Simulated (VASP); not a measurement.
Input of a VASP 6.6.1 run:

INCAR

```
SYSTEM = AlNi
ALGO = Fast
EDIFF = 1E-6
ENCUT = 520
GGA = PE
ISIF = 2
ISMEAR = 0
LASPH = .TRUE.
LCHARG = .FALSE.
LREAL = .FALSE.
LWAVE = .FALSE.
NBANDS = 14
NELM = 100
PREC = Accurate
SIGMA = 0.1
```

File KPOINTS:

```
k-points
0
G
  18 18 18
  0 0 0
```

File POSCAR:

```
AlNi
1.0
    2.8605446517      0.0000000000      0.0000000000
    0.0000000000      2.8605446517      0.0000000000
    0.0000000000      0.0000000000      3.0232810731
Al Ni
1 1
Direct
    0.5000000000      0.5000000000      0.5000000000
    0.0000000000      0.0000000000      0.0000000000
```

Potentials or basis: VASP PAW PBE potentials, release 64 (Al, Ni).

The run is started by

```console
$ cat potpaw_PBE.64/Al/POTCAR potpaw_PBE.64/Ni/POTCAR > POTCAR
$ mpirun -np 1 vasp_std > vasp.out
```

**Question.** Predict the pressure.

**Answer.** -3.2 GPa.

**Question.** Estimate the band gap on the k mesh.

**Answer.** Zero (an odd number of electrons rules out a gap without spin polarisation).

Stress tensor (GPa, compression positive):
```
-2.24  0.00  0.00
 0.00 -2.24  0.00
 0.00  0.00 -5.27
```

Caveat: the cell differs from its parent crystal (uniaxial strain along c: +4.5 %); the cell stands under tension. Spin polarisation is off, so any magnetic state and its effect on volume and gap are missing.
